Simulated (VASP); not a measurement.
# MoS2 (R3m) in VASP: further runs

Runs on MoS2. Level: PBEsol. Tasks: electric field gradients.

All numbers are computed with VASP 6.6.1; they aren't measurements. Logs are shortened: lines on timing, memory, paths and dates and some standing lists are left out, and cuts for length are marked.

### Step 1. The cell of the first run

It takes space group R3m (No. 160, trigonal). Conventional cell: a = 3.100 Å, b = 3.100 Å, c = 18.370 Å, α = 90.00°, β = 90.00°, γ = 120.00°. Within 3.1 Å of Mo (site symmetry 3m) lie 6 S at 2.34 Å and 6 Mo at 3.10 Å. S (site symmetry 3m) has 3 Mo at 2.34 Å and 7 S at 3.00 to 3.10 Å within 3.1 Å. Within 3.1 Å of S (site symmetry 3m) lie 3 Mo at 2.34 Å and 7 S at 3.00 to 3.10 Å.

### Step 2. Electric field gradients, PBEsol (equal xx and yy strain of -2 %)

The input, INCAR:

```
SYSTEM = MoS2
ALGO     = Normal         ! electronic algorithm
EDIFF    = 1E-8           ! SCF threshold, eV
ENCUT    = 520            ! plane-wave cutoff, eV
GGA      = PS             ! functional
ISIF     = 2              ! what is computed and relaxed
ISMEAR   = -1             ! smearing method
LASPH    = .True.         ! aspherical terms in the spheres
LCHARG   = .False.        ! write CHGCAR
LEFG     = .True.       
LREAL    = .False.        ! projectors in reciprocal space
LWAVE    = .False.        ! write WAVECAR
NBANDS   = 20             ! bands
NELM     = 60             ! most SCF steps
PREC     = Accurate       ! precision mode
SIGMA    = 0.05           ! smearing width, eV
```

The input, KPOINTS:

```
k-points
0
Gamma
  13 13 13
  0 0 0
```

The input, POSCAR:

```
MoS2
1.0
    1.5498703497      0.8948180636      6.1233300000
   -1.5498703497      0.8948180636      6.1233300000
    0.0000000000     -1.7896361271      6.1233300000
Mo S
1 2
Direct
    0.0000000000      0.0000000000      0.0000000000
    0.7484000000      0.7484000000      0.7484000000
    0.5849000000      0.5849000000      0.5849000000
```

Potentials or basis: VASP PAW PBE potentials, release 64 (Mo_sv, S).

Command:

```bash
$ cat potpaw_PBE.64/Mo_sv/POTCAR potpaw_PBE.64/S/POTCAR > POTCAR
$ mpirun -np 1 vasp_std > vasp.out
```

OUTCAR:

```text
SYSTEM = MoS2
   EDIFF = 1E-8
   ENCUT = 520
   GGA = PS
   ISIF = 2
   ISMEAR = -1
   LASPH = .True.
   LREAL = .False.
   NELM = 60
   PREC = Accurate

 ion  position               nearest neighbor table
   1  0.000  0.000  0.000-   2 2.34   2 2.34   2 2.34   3 2.34   3 2.34   3 2.34
   2  0.748  0.748  0.748-   1 2.34   1 2.34   1 2.34
   3  0.585  0.585  0.585-   1 2.34   1 2.34   1 2.34

  LATTYP: Found a trigonal (rhomboedric) cell.
 ALAT       =     6.3794958858
 COS(alpha) =     0.8819548870

  Lattice vectors:

 A1 = (   1.5498703497,   0.8948180636,   6.1233300000)
 A2 = (  -1.5498703497,   0.8948180636,   6.1233300000)
 A3 = (   0.0000000000,  -1.7896361271,   6.1233300000)

Analysis of symmetry for initial positions (statically):
=====================================================================
 Subroutine PRICEL returns:
 Original cell was already a primitive cell.

 Routine SETGRP: Setting up the symmetry group for a
 trigonal (rhombohedral) supercell.

 Subroutine GETGRP returns: Found  6 space group operations
 (whereof  6 operations were pure point group operations)
 out of a pool of 12 trial point group operations.

The static configuration has the point symmetry C_3v.

Analysis of symmetry for dynamics (positions and initial velocities):
=====================================================================
 Subroutine PRICEL returns:
 Original cell was already a primitive cell.

 Routine SETGRP: Setting up the symmetry group for a
 trigonal (rhombohedral) supercell.

 Subroutine GETGRP returns: Found  6 space group operations
 (whereof  6 operations were pure point group operations)
 out of a pool of 12 trial point group operations.

The dynamic configuration has the point symmetry C_3v.

 Subroutine INISYM returns: Found  6 space group operations
 (whereof  6 operations are pure point group operations),
 and found     1 'primitive' translations

[... 126 lines left out ...]
   LRPA    =     F    only Hartree local field effects (RPA)
 non-spin polarized calculation
  energy-cutoff  :      520.00
  volume of cell :       50.95
 maximum number of plane-waves:      1384
   NGX = 23   NGY = 23   NGZ = 23

 number of electron      26.0000001 magnetization

 Free energy of the ion-electron system (eV)
  ---------------------------------------------------
  ext. energy  EPLUGINS =         0.00000000
  ---------------------------------------------------
  free energy    TOTEN  =       -23.32333894 eV

  energy without entropy =      -23.32333820  energy(sigma->0) =      -23.32333857

 E-fermi :   8.5823     XC(G=0): -11.1692

 val. band max:        8.1604136789   @ k =   0.4615   0.4615   0.4615
 cond. band min:       9.1535981958   @ k =  -0.2308   0.1538  -0.0000
 fundamental gap:      0.9931845169
 Fermi energy:         8.5823191386

 k-point     1 :       0.0000    0.0000    0.0000
  band No.  band energies     occupation
      1     -53.2904      2.00000
      2     -27.5638      2.00000
      3     -27.2533      2.00000
      4     -27.2533      2.00000
      5      -7.3661      2.00000
      6      -5.4498      2.00000
[... 541 lines left out ...]
     19      16.1218      0.00000
     20      16.7947      0.00000

 [... further k-points ...]

------------------------ aborting loop because EDIFF is reached ----------------------------------------

  FORCE on cell =-STRESS in cart. coord.  units (eV):
  Direction    XX          YY          ZZ          XY          YZ          ZX
  --------------------------------------------------------------------------------------
  -------------------------------------------------------------------------------------
  Total        3.0964760      3.0964760      4.6922012      0.0000000      0.0000000      0.0000000
  in kB       97.3664362     97.3664362    147.5428548      0.0000000      0.0000000      0.0000000
  external PRESSURE =     114.0919091 kB  Pullay stress =       0.0000000 kB

 VOLUME and BASIS-vectors are now :
 -----------------------------------------------------------------------------
  energy-cutoff  :      520.00
  volume of cell :       50.95
      direct lattice vectors                 reciprocal lattice vectors
     1.549870350  0.894818064  6.123330000     0.322607630  0.186257602  0.054436611
    -1.549870350  0.894818064  6.123330000    -0.322607630  0.186257602  0.054436611
     0.000000000 -1.789636127  6.123330000     0.000000000 -0.372515204  0.054436611

 POSITION                                       TOTAL-FORCE (eV/Angst)
 -----------------------------------------------------------------------------------
      0.00000      0.00000      0.00000         0.000000     -0.000000     -0.003306
      0.00000      0.00000     13.74810         0.000000      0.000000      1.525240
      0.00000      0.00000     10.74461         0.000000     -0.000000     -1.521934
 -----------------------------------------------------------------------------------
    total drift:                                0.000000      0.000000      0.000008

  FREE ENERGIE OF THE ION-ELECTRON SYSTEM (eV)
  ---------------------------------------------------
  free  energy   TOTEN  =       -23.3233389396 eV

  energy  without entropy=      -23.3233381956  energy(sigma->0) =      -23.32333857

 Electric field gradients (V/A^2)
---------------------------------------------------------------------
 ion       V_xx      V_yy      V_zz      V_xy      V_xz      V_yz
---------------------------------------------------------------------
   1      46.028    46.028   -92.056     0.000    -0.000    -0.000
   2      31.630    31.630   -63.261     0.000    -0.000    -0.000
   3      30.907    30.907   -61.815     0.000     0.000    -0.000
---------------------------------------------------------------------

 Electric field gradients after diagonalization (V/A^2)
 (convention: |V_zz| > |V_xx| > |V_yy|)
----------------------------------------------------------------------
 ion       V_xx      V_yy      V_zz     asymmetry (V_yy - V_xx)/ V_zz
----------------------------------------------------------------------
   1      46.028    46.028   -92.056       0.000
   2      31.630    31.630   -63.261       0.000
   3      30.907    30.907   -61.815       0.000
----------------------------------------------------------------------

           NMR quadrupolar parameters

 Cq : quadrupolar parameter    Cq=e*Q*V_zz/h
 eta: asymmetry parameters     (V_yy - V_xx)/ V_zz
 Q  : nuclear electric quadrupole moment in mb (millibarn)
----------------------------------------------------------------------
 ion       Cq(MHz)       eta       Q (mb)
----------------------------------------------------------------------
   1      -0.223       0.000       1.000
   2      -0.153       0.000       1.000
   3      -0.149       0.000       1.000
----------------------------------------------------------------------
```

OSZICAR:

```text
N       E                     dE             d eps       ncg     rms          rms(c)
DAV:   1     0.184091998106E+03    0.18409E+03   -0.13550E+04  9248   0.124E+03
DAV:   2    -0.173855022726E+02   -0.20148E+03   -0.19581E+03 11264   0.320E+02
DAV:   3    -0.245842940101E+02   -0.71988E+01   -0.71387E+01 11492   0.569E+01
DAV:   4    -0.246632923768E+02   -0.78998E-01   -0.78956E-01 11212   0.635E+00
DAV:   5    -0.246644919469E+02   -0.11996E-02   -0.11995E-02 11644   0.763E-01    0.302E+01
DAV:   6    -0.235813132901E+02    0.10832E+01   -0.74233E+00  9924   0.178E+01    0.999E+00
DAV:   7    -0.234201915504E+02    0.16112E+00   -0.25091E+00  9552   0.958E+00    0.678E+00
DAV:   8    -0.233243436381E+02    0.95848E-01   -0.47281E-01 10400   0.439E+00    0.179E+00
DAV:   9    -0.233243081736E+02    0.35464E-04   -0.18237E-02 10988   0.851E-01    0.696E-01
DAV:  10    -0.233233183946E+02    0.98978E-03   -0.59319E-03 10356   0.525E-01    0.943E-02
DAV:  11    -0.233233470559E+02   -0.28661E-04   -0.49867E-04 10660   0.160E-01    0.718E-02
DAV:  12    -0.233233322856E+02    0.14770E-04   -0.58371E-05 10644   0.491E-02    0.263E-02
DAV:  13    -0.233233389439E+02   -0.66583E-05   -0.77915E-06 10108   0.178E-02    0.407E-03
DAV:  14    -0.233233389313E+02    0.12571E-07   -0.97223E-07 11912   0.535E-03    0.341E-03
DAV:  15    -0.233233389396E+02   -0.82196E-08   -0.89365E-08 10244   0.210E-03
   1 F= -.23323339E+02 E0= -.23323339E+02  d E =-.743987E-06
```

stdout:

```text
POSCAR found type information on POSCAR MoS
 POSCAR found :  2 types and       3 ions
 scaLAPACK will be used
 -----------------------------------------------------------------------------
|                                                                             |
|                                                                             |
|     You enforced a specific xc type in the INCAR file but a different       |
|     I HOPE YOU KNOW WHAT YOU ARE DOING!                                     |
|                                                                             |
 -----------------------------------------------------------------------------

 LDA part: xc-table for (Slater+PW92), standard interpolation
 POSCAR, INCAR and KPOINTS ok, starting setup
 FFT: planning ... GRIDC
 FFT: planning ... GRID_SOFT
 FFT: planning ... GRID
 WAVECAR not read
 entering main loop
ion   1

ion   2

ion   3
```

Run time: 8.5 min. Hardware: 1 thread of Intel Xeon Platinum 8488C (Sapphire Rapids), shared host; peak memory 0.46 GiB.

What came out:

| Property | Result |
| --- | --- |
| Free energy | -23.3233 eV |
| Pressure | 11.4 GPa |
| Largest force | 1.525 eV/Å |
| Band gap on the k mesh | 0.99 eV (least direct gap 2.01 eV) |
| Largest electric field gradient by atom | Mo -92.1; S -63.3, -61.8 V/Å² |

Forces in eV/Å, atoms in the order of the input:
```
Mo   0.000  0.000 -0.003
S    0.000  0.000  1.525
S    0.000  0.000 -1.522
```

Levels at points of the mesh, in eV from the valence-band top:
```csv
k point,band 9,band 10,band 11,band 12,band 13,band 14,band 15,band 16,band 17,band 18
"(0.00, 0.00, 0.00)",-3.80,-2.53,-2.53,-1.39,-1.33,2.15,2.15,2.70,2.70,5.60
```

Electric field gradients, principal values (V/Å²):
| atom | least | middle | greatest (by size) |
| --- | --- | --- | --- |
| 1 Mo | 46.028 | 46.028 | -92.056 |
| 2 S | 31.630 | 31.630 | -63.261 |
| 3 S | 30.907 | 30.907 | -61.815 |

Caveat: the cell differs from its parent crystal (equal xx and yy strain of -2 %); the stress differs along the axes, from 10 to 15 GPa; without QUAD_EFG the Cq values of the log hold for a quadrupole moment of 1 mb, not for the nuclei; the PAW data sets were made with another functional, which shifts forces and pressure a little. A k mesh can miss the band edges.

### Step 3. Electric field gradients, PBEsol (16.98 Å³/atom)

The input, INCAR:

```
SYSTEM = MoS2
ALGO = Normal
EDIFF = 1E-8
ENCUT = 520
GGA = PS
ISIF = 2
ISMEAR = -1
LASPH = .True.
LCHARG = .False.
LEFG = .True.
LREAL = .False.
LWAVE = .False.
NBANDS = 20
NELM = 80
PREC = Accurate
SIGMA = 0.05
```

KPOINTS is that of step 2.

The input, POSCAR:

```
MoS2
1.0
    1.5601261102      0.9007392297      6.0405721524
   -1.5601261102      0.9007392297      6.0405721524
    0.0000000000     -1.8014784593      6.0405721524
Mo S
1 2
Direct
    0.0000000000      0.0000000000      0.0000000000
    0.7484000000      0.7484000000      0.7484000000
    0.5849000000      0.5849000000      0.5849000000
```

Potentials or basis: VASP PAW PBE potentials, release 64 (Mo_sv, S).

Command:

```bash
$ cat potpaw_PBE.64/Mo_sv/POTCAR potpaw_PBE.64/S/POTCAR > POTCAR
$ mpirun -np 1 vasp_std > vasp.out
```

OUTCAR:

```text
SYSTEM = MoS2
   EDIFF = 1E-8
   ENCUT = 520
   GGA = PS
   ISIF = 2
   ISMEAR = -1
   LASPH = .True.
   LREAL = .False.
   NELM = 80
   PREC = Accurate

 ion  position               nearest neighbor table
   1  0.000  0.000  0.000-   2 2.33   2 2.33   2 2.33   3 2.33   3 2.33   3 2.33
   2  0.748  0.748  0.748-   1 2.33   1 2.33   1 2.33
   3  0.585  0.585  0.585-   1 2.33   1 2.33   1 2.33

  LATTYP: Found a trigonal (rhomboedric) cell.
 ALAT       =     6.3034781326
 COS(alpha) =     0.8774851014

  Lattice vectors:

 A1 = (   1.5601261102,   0.9007392297,   6.0405721524)
 A2 = (  -1.5601261102,   0.9007392297,   6.0405721524)
 A3 = (   0.0000000000,  -1.8014784593,   6.0405721524)

Analysis of symmetry for initial positions (statically):
=====================================================================
 Subroutine PRICEL returns:
 Original cell was already a primitive cell.

 Routine SETGRP: Setting up the symmetry group for a
 trigonal (rhombohedral) supercell.

 Subroutine GETGRP returns: Found  6 space group operations
 (whereof  6 operations were pure point group operations)
 out of a pool of 12 trial point group operations.

The static configuration has the point symmetry C_3v.

Analysis of symmetry for dynamics (positions and initial velocities):
=====================================================================
[... 165 lines left out ...]

 k-point     1 :       0.0000    0.0000    0.0000
  band No.  band energies     occupation
      1     -53.2976      2.00000
      2     -27.5587      2.00000
      3     -27.2836      2.00000
      4     -27.2836      2.00000
      5      -7.3600      2.00000
      6      -5.3491      2.00000
[... 541 lines left out ...]
     19      16.1338      0.00000
     20      16.7991      0.00000

 [... further k-points ...]

------------------------ aborting loop because EDIFF is reached ----------------------------------------

  FORCE on cell =-STRESS in cart. coord.  units (eV):
  Direction    XX          YY          ZZ          XY          YZ          ZX
  --------------------------------------------------------------------------------------
  -------------------------------------------------------------------------------------
  Total        2.8085733      2.8085733      5.5456894      0.0000000      0.0000000     -0.0000000
  in kB       88.3503424     88.3503424    174.4528268      0.0000000      0.0000000     -0.0000000
  external PRESSURE =     117.0511705 kB  Pullay stress =       0.0000000 kB

 VOLUME and BASIS-vectors are now :
 -----------------------------------------------------------------------------
  energy-cutoff  :      520.00
  volume of cell :       50.93
      direct lattice vectors                 reciprocal lattice vectors
     1.560126110  0.900739230  6.040572152     0.320486912  0.185033205  0.055182411
    -1.560126110  0.900739230  6.040572152    -0.320486912  0.185033205  0.055182411
     0.000000000 -1.801478459  6.040572152     0.000000000 -0.370066410  0.055182411

 POSITION                                       TOTAL-FORCE (eV/Angst)
 -----------------------------------------------------------------------------------
      0.00000      0.00000      0.00000         0.000000     -0.000000     -0.003619
      0.00000      0.00000     13.56229         0.000000      0.000000      1.818772
      0.00000      0.00000     10.59939         0.000000     -0.000000     -1.815153
 -----------------------------------------------------------------------------------
    total drift:                                0.000000      0.000000      0.000038

  FREE ENERGIE OF THE ION-ELECTRON SYSTEM (eV)
  ---------------------------------------------------
  free  energy   TOTEN  =       -23.2926133817 eV

  energy  without entropy=      -23.2926063491  energy(sigma->0) =      -23.29260987

 Electric field gradients (V/A^2)
---------------------------------------------------------------------
 ion       V_xx      V_yy      V_zz      V_xy      V_xz      V_yz
---------------------------------------------------------------------
   1      49.173    49.173   -98.347     0.000     0.000    -0.000
   2      32.987    32.987   -65.974     0.000    -0.000    -0.000
   3      32.177    32.177   -64.354     0.000     0.000    -0.000
---------------------------------------------------------------------

 Electric field gradients after diagonalization (V/A^2)
 (convention: |V_zz| > |V_xx| > |V_yy|)
----------------------------------------------------------------------
 ion       V_xx      V_yy      V_zz     asymmetry (V_yy - V_xx)/ V_zz
----------------------------------------------------------------------
   1      49.173    49.173   -98.347       0.000
   2      32.987    32.987   -65.974       0.000
   3      32.177    32.177   -64.354       0.000
----------------------------------------------------------------------

           NMR quadrupolar parameters

 Cq : quadrupolar parameter    Cq=e*Q*V_zz/h
 eta: asymmetry parameters     (V_yy - V_xx)/ V_zz
 Q  : nuclear electric quadrupole moment in mb (millibarn)
----------------------------------------------------------------------
 ion       Cq(MHz)       eta       Q (mb)
----------------------------------------------------------------------
   1      -0.238       0.000       1.000
   2      -0.160       0.000       1.000
   3      -0.156       0.000       1.000
----------------------------------------------------------------------
```

It took 22 min on 1 thread of Intel Xeon 8259CL, shared host; peak memory 0.47 GiB.

What came out:

- Free energy: -23.2926 eV
- Pressure: 11.7 GPa
- Largest force: 1.819 eV/Å
- Band gap on the k mesh: 0.74 eV (least direct gap 1.92 eV)
- Largest electric field gradient by atom: Mo -98.3; S -66.0, -64.4 V/Å²

Forces in eV/Å, atoms in the order of the input:
```
Mo   0.000  0.000 -0.004
S    0.000  0.000  1.819
S    0.000  0.000 -1.815
```

Electric field gradients, principal values (V/Å²):
```tsv
atom	least	middle	greatest (by size)
1 Mo	49.173	49.173	-98.347
2 S	32.987	32.987	-65.974
3 S	32.177	32.177	-64.354
```

Caveat: the stress differs along the axes, from 9 to 17 GPa; without QUAD_EFG the Cq values of the log hold for a quadrupole moment of 1 mb, not for the nuclei; the PAW data sets were made with another functional, which shifts forces and pressure a little.

(Continued in part 2 of 2.)
